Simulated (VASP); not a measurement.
CsH, 2 atoms in the cell. Symmetry: F-43m, No. 216, cubic system. Conventional cell: a = 6.990 Å, b = 6.990 Å, c = 6.990 Å, α = 90.00°, β = 90.00°, γ = 90.00°. Within 4.0 Å of Cs (site symmetry -43m) lie 4 H at 3.03 Å. Within 4.0 Å of H (site symmetry -43m) lie 4 Cs at 3.03 Å. 

| Item | Value |
| --- | --- |
| Program | VASP 6.6.1 |
| Task | single point |
| Functional | LDA |
| Potentials or basis | VASP PAW LDA potentials, release 64 (Cs_sv, H) |
| Cutoff | 520 eV |
| k mesh | 2 × 2 × 2 |
| Occupations | gaussian, width 0.01 eV |
| Spin | no spin polarisation |
| Dipole correction | no |
| Further INCAR settings | ALGO = Normal; EDIFF = 1e-06; NBANDS = 12 |

Potentials or basis: VASP PAW LDA potentials, release 64 (Cs_sv, H).

Run with:

```console
$ cat potpaw_LDA.64/Cs_sv/POTCAR potpaw_LDA.64/H/POTCAR > POTCAR
$ mpirun -np 1 vasp_std > vasp.out
```

Hardware: 1 thread of Intel(R) Xeon(R) Platinum 8259CL CPU @ 2.50GHz (Skylake/Cascade Lake), with other jobs on the host.

**Question.** Estimate the wall time of this run.

**Answer.** It took 4.9 s on 1 thread of Intel(R) Xeon(R) Platinum 8259CL CPU @ 2.50GHz (Skylake/Cascade Lake), with other jobs on the host, peak memory 0.18 GiB. Counts: scf iterations 13, k points 3.
